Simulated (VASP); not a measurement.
# Cu in VASP: a series of runs

Runs on Cu. Level: LDA. Tasks: single point.

All numbers are computed with VASP 6.6.1; they aren't measurements. Logs are shortened: lines on timing, memory, paths and dates and some standing lists are left out, and cuts for length are marked.

**1. The cell of the first run**

The cell holds a slab with vacuum, 13 atoms: a = 4.975 Å, b = 4.975 Å, c = 18.918 Å, α = 90.00°, β = 90.00°, γ = 90.00°.

**2. Single point, LDA**

File INCAR:

```
SYSTEM = Cu
  PREC = Accurate
  ENCUT = 520
  EDIFF = 1E-7
  ISMEAR = 0
  SIGMA = 0.1
  LREAL = .False.
  LASPH = .True.
  NELM = 60
  ALGO = Fast
  ISIF = 2
  LWAVE = .False.
  LCHARG = .False.
  LDIPOL = .True.
  IDIPOL = 3
  DIPOL = 0.5 0.5 0.316
  GGA = CA
  NBANDS = 84
```

File KPOINTS:

```
Automatic mesh
0
Gamma
  6 6 1
  0 0 0
```

File POSCAR:

```
Cu
1.0
    4.9751540563      0.0000000000      0.0000000000
    0.0000000000      4.9751540563      0.0000000000
    0.0000000000      0.0000000000     18.9178854445
Cu
13
Direct
    0.2500000000      0.2500000000      0.2114401217
    0.2500000000      0.7500000000      0.2114401217
    0.7500000000      0.2500000000      0.2114401217
    0.7500000000      0.7500000000      0.2114401217
    0.0000000000      0.0000000000      0.3017752139
    0.0000000000      0.5000000000      0.3017752139
    0.5000000000      0.0000000000      0.3017752139
    0.5000000000      0.5000000000      0.3017752139
    0.2500000000      0.2500000000      0.3921096502
    0.2500000000      0.7500000000      0.3921096502
    0.7500000000      0.2500000000      0.3921096502
    0.7500000000      0.7500000000      0.3921096502
    0.4166666667      0.4166666667      0.4866258443
```

Potentials or basis: VASP PAW LDA potentials, release 64 (Cu).

Started as:

```
$ cat potpaw_LDA.64/Cu/POTCAR > POTCAR
$ mpirun -np 1 vasp_std > vasp.out
```

OUTCAR:

```text
SYSTEM = Cu
   PREC = Accurate
   ENCUT = 520
   EDIFF = 1E-7
   ISMEAR = 0
   LREAL = .False.
   LASPH = .True.
   NELM = 60
   ISIF = 2
   GGA = CA

 ion  position               nearest neighbor table
   1  0.250  0.250  0.211-   5 2.45   6 2.45   7 2.45   8 2.45   2 2.49   3 2.49   2 2.49   3 2.49

   2  0.250  0.750  0.211-   5 2.45   6 2.45   7 2.45   8 2.45   1 2.49   4 2.49   1 2.49   4 2.49

   3  0.750  0.250  0.211-   5 2.45   6 2.45   7 2.45   8 2.45   1 2.49   4 2.49   4 2.49   1 2.49
[... 4 lines left out ...]
                             6 2.49   7 2.49   6 2.49   7 2.49
   6  0.000  0.500  0.302-   9 2.45  10 2.45  11 2.45  12 2.45   1 2.45   2 2.45   3 2.45   4 2.45
                             5 2.49   8 2.49   5 2.49   8 2.49
   7  0.500  0.000  0.302-   9 2.45  10 2.45  11 2.45  12 2.45   1 2.45   2 2.45   3 2.45   4 2.45
                             5 2.49   8 2.49   8 2.49   5 2.49
   8  0.500  0.500  0.302-   9 2.45  10 2.45  11 2.45  12 2.45   1 2.45   2 2.45   3 2.45   4 2.45
                             6 2.49   7 2.49   7 2.49   6 2.49
   9  0.250  0.250  0.392-  13 2.14   6 2.45   7 2.45   8 2.45   5 2.45  11 2.49  10 2.49  10 2.49
                            11 2.49
  10  0.250  0.750  0.392-   5 2.45   6 2.45   7 2.45   8 2.45   9 2.49  12 2.49   9 2.49  12 2.49
                            13 2.58
  11  0.750  0.250  0.392-   5 2.45   6 2.45   7 2.45   8 2.45   9 2.49  12 2.49  12 2.49   9 2.49
                            13 2.58
  12  0.750  0.750  0.392-   5 2.45   6 2.45   7 2.45   8 2.45  10 2.49  11 2.49  11 2.49  10 2.49

  13  0.417  0.417  0.487-   9 2.14  10 2.58  11 2.58

  LATTYP: Found a simple tetragonal cell.
 ALAT       =     4.9751540563
 C/A-ratio  =     3.8024722914

  Lattice vectors:

 A1 = (   4.9751540563,   0.0000000000,   0.0000000000)
 A2 = (   0.0000000000,   4.9751540563,   0.0000000000)
 A3 = (   0.0000000000,   0.0000000000,  18.9178854445)

Analysis of symmetry for initial positions (statically):
=====================================================================
 Subroutine PRICEL returns:
 Original cell was already a primitive cell.

 Routine SETGRP: Setting up the symmetry group for a
 simple tetragonal supercell.

 Subroutine GETGRP returns: Found  2 space group operations
 (whereof  2 operations were pure point group operations)
 out of a pool of 16 trial point group operations.

The static configuration has the point symmetry C_1h.

Analysis of symmetry for dynamics (positions and initial velocities):
=====================================================================
 Subroutine PRICEL returns:
[... 141 lines left out ...]
  Fermi-wavevector in a.u.,A,eV,Ry     =   1.102448  2.083325 16.536420  1.215393
  Thomas-Fermi vector in A             =   2.238891
   LORBIT       =      0    0 simple, 1 ext, 2 COOP (PROOUT), +10 PAW based schemes
   GGA     = CA    functional components
   LHFCALC =     F    Hartree Fock is set to
   AEXX    =    0.0000 exact exchange contribution
   IVDW    =     0    specifies the selected vdW correction
   LEPSILON=     F    determine dielectric tensor
   LRPA    =     F    only Hartree local field effects (RPA)
 non-spin polarized calculation
 RMM-DIIS sequential band-by-band and
 Gauss-broadening in eV      SIGMA  =   0.10
  energy-cutoff  :      520.00
  volume of cell :      468.26
 maximum number of plane-waves:     12644
 NGX is ok and might be reduce to    40
   NGX = 19   NGY = 19   NGZ = 71

 number of electron     143.0000162 magnetization

 dipolmoment           0.000000      0.000000     -0.077721 electrons x Angstroem

 Free energy of the ion-electron system (eV)
  ---------------------------------------------------
  ext. energy  EPLUGINS =         0.00000000
  ---------------------------------------------------
  free energy    TOTEN  =       -53.84329468 eV

  energy without entropy =      -53.81547035  energy(sigma->0) =      -53.82938251

 E-fermi :  -0.6495     XC(G=0):  -5.2878

 val. band max:       -0.6573059640   @ k =  -0.3333   0.3333   0.0000
 cond. band min:      -0.6070717313   @ k =   0.1667   0.0000   0.0000
 fundamental gap:      0.0502342327
 Fermi energy:        -0.6495491299

 k-point     1 :       0.0000    0.0000    0.0000
  band No.  band energies     occupation
      1      -9.7483      2.00000
      2      -7.1671      2.00000
      3      -6.0937      2.00000
      4      -6.0829      2.00000
      5      -5.9256      2.00000
      6      -5.8356      2.00000
[... 1107 lines left out ...]
     82       4.7397      0.00000
     83       5.8638      0.00000
 [bands above 83 left out]

------------------------ aborting loop because EDIFF is reached ----------------------------------------

 vacuum level on the upper side and lower side of the slab       (xc-potential included)        -0.381         0.172

  FORCE on cell =-STRESS in cart. coord.  units (eV):
  Direction    XX          YY          ZZ          XY          YZ          ZX
  --------------------------------------------------------------------------------------
  -------------------------------------------------------------------------------------
  Total       -5.4234391     -5.4234391      1.6997845      0.5511507      1.5677797      1.5677796
  in kB      -18.5566550    -18.5566550      5.8159250      1.8857986      5.3642617      5.3642613
  external PRESSURE =     -10.4324617 kB  Pullay stress =       0.0000000 kB

 VOLUME and BASIS-vectors are now :
 -----------------------------------------------------------------------------
  energy-cutoff  :      520.00
  volume of cell :      468.26
      direct lattice vectors                 reciprocal lattice vectors
     4.975154056  0.000000000  0.000000000     0.200998801  0.000000000  0.000000000
     0.000000000  4.975154056  0.000000000     0.000000000  0.200998801  0.000000000
     0.000000000  0.000000000 18.917885445     0.000000000  0.000000000  0.052860030

 POSITION                                       TOTAL-FORCE (eV/Angst)
 -----------------------------------------------------------------------------------
      1.24379      1.24379      4.00000         0.040500      0.040500     -0.034600
      1.24379      3.73137      4.00000         0.038530     -0.040995     -0.050240
      3.73137      1.24379      4.00000        -0.040995      0.038530     -0.050240
      3.73137      3.73137      4.00000        -0.038888     -0.038888     -0.069664
      0.00000      0.00000      5.70895         0.030950      0.030950      0.029741
      0.00000      2.48758      5.70895        -0.024960     -0.032064     -0.165803
      2.48758      0.00000      5.70895        -0.032064     -0.024960     -0.165803
      2.48758      2.48758      5.70895         0.023775      0.023775     -0.268181
      1.24379      1.24379      7.41789        -0.625562     -0.625562     -0.874889
      1.24379      3.73137      7.41789         0.105147     -0.181411      0.586487
      3.73137      1.24379      7.41789        -0.181411      0.105147      0.586487
      3.73137      3.73137      7.41789        -0.166966     -0.166966      0.419469
      2.07298      2.07298      9.20593         0.871945      0.871945      0.057236
 -----------------------------------------------------------------------------------
    total drift:                               -0.000601     -0.000601     -0.003977

  FREE ENERGIE OF THE ION-ELECTRON SYSTEM (eV)
  ---------------------------------------------------
  free  energy   TOTEN  =       -53.8432946763 eV

  energy  without entropy=      -53.8154703526  energy(sigma->0) =      -53.82938251

 vacuum level on the upper side and lower side of the slab         3.549         4.147
```

Wall time 15 min (1 thread of Oxide Virtual Turin-like, shared host); peak memory 0.55 GiB.

What came out:

```
Free energy            : -53.8433 eV
Largest force          : 1.244 eV/Å
Band gap on the k mesh : zero (an odd number of electrons rules out a gap without spin polarisation)
```

Forces in eV/Å, atoms in the order of the input:
```
Cu   0.041  0.041 -0.035
Cu   0.039 -0.041 -0.050
Cu  -0.041  0.039 -0.050
Cu  -0.039 -0.039 -0.070
Cu   0.031  0.031  0.030
Cu  -0.025 -0.032 -0.166
Cu  -0.032 -0.025 -0.166
Cu   0.024  0.024 -0.268
Cu  -0.626 -0.626 -0.875
Cu   0.105 -0.181  0.586
Cu  -0.181  0.105  0.586
Cu  -0.167 -0.167  0.419
Cu   0.872  0.872  0.057
```

**3. Single point, LDA**

File INCAR:

```
PREC = Accurate
ENCUT = 520
EDIFF = 1E-6
ISMEAR = 0
SIGMA = 0.1
LREAL = F
LASPH = T
NELM = 80
ALGO = Fast
ISIF = 2
LWAVE = F
LCHARG = T
LDIPOL = T
IDIPOL = 3
DIPOL = 0.5 0.5 0.317
LELF = T
LVHAR = T
LVACPOTAV = T
NBANDS = 84
```

File KPOINTS:

```
regular mesh
0
Gamma
  6 6 1
```

POSCAR, as its differences from that of step 2:

```diff
@@ -20,2 +20,2 @@
     0.7500000000      0.7500000000      0.3921096502
-    0.4166666667      0.4166666667      0.4866258443
+    0.3333333333      0.3333333333      0.5011496025
```

Potentials or basis: VASP PAW LDA potentials, release 64 (Cu).

Started as:

```
$ cat potpaw_LDA.64/Cu/POTCAR > POTCAR
$ mpirun -np 1 vasp_std > vasp.out
```

It took 15 min on 1 thread of Oxide Virtual Turin-like, shared host; peak memory 0.55 GiB.

Results (log left out):

| Property | Result |
| --- | --- |
| Free energy | -53.2807 eV |
| Largest force | 0.935 eV/Å |
| Band gap on the k mesh | zero (an odd number of electrons rules out a gap without spin polarisation) |

Forces on the atoms (eV/Å):
```
Cu   0.025  0.025 -0.031
Cu   0.023 -0.025 -0.054
Cu  -0.025  0.023 -0.054
Cu  -0.023 -0.023 -0.086
Cu   0.038  0.038 -0.028
Cu  -0.016 -0.041 -0.123
Cu  -0.041 -0.016 -0.123
Cu   0.013  0.013 -0.189
Cu  -0.275 -0.275 -0.850
Cu   0.063 -0.197  0.648
Cu  -0.197  0.063  0.648
Cu  -0.052 -0.052  0.194
Cu   0.467  0.467  0.049
```

Levels at points of the mesh, in eV from the Fermi level:
```tsv
k point	band 69	band 70	band 71	band 72	band 73	band 74	band 75	band 76
(0.00, 0.00, 0.00)	-0.23	-0.21	-0.18	-0.16	-0.09	-0.06	0.24	2.18
(0.50, 0.00, 0.00)	-1.23	-0.44	0.40	0.99	1.00	1.05	1.06	1.69
(0.50, 0.50, 0.00)	-1.29	-0.96	-0.64	-0.62	-0.59	0.67	1.84	1.84
```

The gap in the log of VASP goes by the Fermi energy; the results here count the filled bands.